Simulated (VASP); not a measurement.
Runs of VASP 6.6.1 on KBr (CsCl type). The structure is that of space group Pm-3m (No. 221), or close to it. The cells are those of the table. 

```csv
cell,gap on the mesh (eV),pressure (GPa)
"a = 3.398 Å, 2 atoms",4.18,21.3
"a = 3.827 Å, 2 atoms",(b),(c)
"a = 3.695 Å, 2 atoms",4.53,(a)
"a = 2.819 Å, 2 atoms",0.16,196.5
```

Alike in all rows: task single point; level LDA; potentials or basis VASP PAW LDA potentials, release 64 (K_sv, Br); no spin polarisation; k mesh 11 × 11 × 11; cutoff (eV) 520; smearing fermi-dirac 0.1 eV.

Task: Fill in the values left out.

Result: (a) 3.5; (b) 4.06; (c) 0.1.

A k mesh can miss the band edges, and the runs leave out spin-orbit coupling on Br.
